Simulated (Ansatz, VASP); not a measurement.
## GaN: VASP beside Ansatz

File POSCAR:

```
GaN
1.0
    3.2467585773      0.0013121982      0.0000000000
   -1.6222707445      2.7384607075      0.0000000000
    0.0000000000      0.0000000000      5.1665112475
Ga N
2 2
Direct
    0.6673879172      0.3347013083      0.4983028545
    0.3326120828      0.6652986917      0.9983028545
    0.6693784834      0.3385100125      0.8766971455
    0.3306215166      0.6614899875      0.3766971455
```

File INCAR.step1:

```
ALGO = Normal ; EDIFF = 1E-4
ENCUT = 520 ; GGA = PE
ISMEAR = 0 ; LASPH = T
LCHARG = F ; LREAL = F
LWAVE = T ; NBANDS = 26
NELM = 60 ; PREC = Accurate
SIGMA = 0.02
```

Contents of INCAR.step2:

```
ALGO = Normal ; EDIFF = 1E-7
ENCUT = 520 ; ISIF = 2
ISMEAR = 0 ; ISTART = 1
LASPH = T ; LCHARG = F
LMIXTAU = T ; LREAL = F
LWAVE = F ; METAGGA = R2SCAN
NBANDS = 26 ; NELM = 60
PREC = Accurate ; SIGMA = 0.02
```

The input KPOINTS:

```
k-points
0
Gamma
  12 12 6
```

Input for Ansatz:

```yaml
crystal:
  lattice:
    - [3.2467585773, 0.0013121982, 0.0]
    - [-1.6222707445, 2.7384607075, 0.0]
    - [0.0, 0.0, 5.1665112475]
  atoms:
    - { symbol: Ga, position: [0.6673879172, 0.3347013083, 0.4983028545] }
    - { symbol: Ga, position: [0.3326120828, 0.6652986917, 0.9983028545] }
    - { symbol: "N", position: [0.6693784834, 0.3385100125, 0.8766971455] }
    - { symbol: "N", position: [0.3306215166, 0.6614899875, 0.3766971455] }
basis:
  ecutwfc: 500
kpoints:
  mp_grid: { grid: [12, 12, 6] }
  band_path: { path: [VBM, CBM], npoints: 2 }
hamiltonian:
  xc: r2scan
scf:
  occupations: { method: gaussian, width: 0.02 }
output:
  forces: true
  stress: true
  eigenvalues: true
checkpoint:
  read: start.run
  write: ck
  compress: false
  write_wavefunctions: false
  write_every: 100000
```

Alike in both runs: task single point; functional r2SCAN; k mesh 12 × 12 × 6; occupations gaussian, width 0.02 eV; no spin polarisation.

|  | VASP | Ansatz |
| --- | --- | --- |
| version | VASP 6.6.1 | Ansatz 0.2.0 |
| potentials or method | VASP PAW PBE potentials, release 64 (Ga_d, N), cutoff 520 eV | scalar-relativistic, plane waves, PAW |
| valence electrons in the cell | 36 | 36 |

```csv
,VASP,Ansatz,Ansatz less VASP
gap on the k mesh at the Fermi level (eV),2.23,2.24,+0.007
least direct gap on the mesh (eV),2.23,2.24,+0.007
pressure (GPa),-0.9,-2.0,-1.04
"traceless stress, the component that is largest in VASP (GPa)",-3.88,-3.90,-0.022
```

VASP's potentials were made for PBE, not for r2SCAN. With one functional, cell and mesh, what is left measures potentials, basis and numerics.
